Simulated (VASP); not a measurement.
Runs of VASP 6.6.1 on K3CO. The structure is cubic, space group Pm-3m (No. 221). The conventional cell has a = 5.231 Å, b = 5.231 Å, c = 5.231 Å, α = 90.00°, β = 90.00°, γ = 90.00°. K (site symmetry 4/mmm) has 2 O at 2.62 Å within 3.5 Å. C (site symmetry m-3m) has 12 K at 3.70 Å and 8 O at 4.53 Å within 4.9 Å. Within 3.5 Å of O (site symmetry m-3m) lie 6 K at 2.62 Å. 

```tsv
k mesh	gap on the mesh (eV)	pressure (GPa)
2 × 2 × 2	none	(a)
4 × 4 × 4	none	-0.4
5 × 5 × 5	none	-0.3
6 × 6 × 6	none	-0.2
3 × 3 × 3	none	-0.4
```

Alike in all rows: task single point; level PBE; potentials or basis VASP PAW PBE potentials, release 64 (K_sv, C, O); no spin polarisation; cell as given; cutoff (eV) 600; smearing methfessel-paxton 0.1 eV.

Question: Estimate the missing entries.

Answer: (a) -0.5.

Caveats: some runs use coarse meshes.

A gap of «none» marks levels without a gap at the run's occupations.
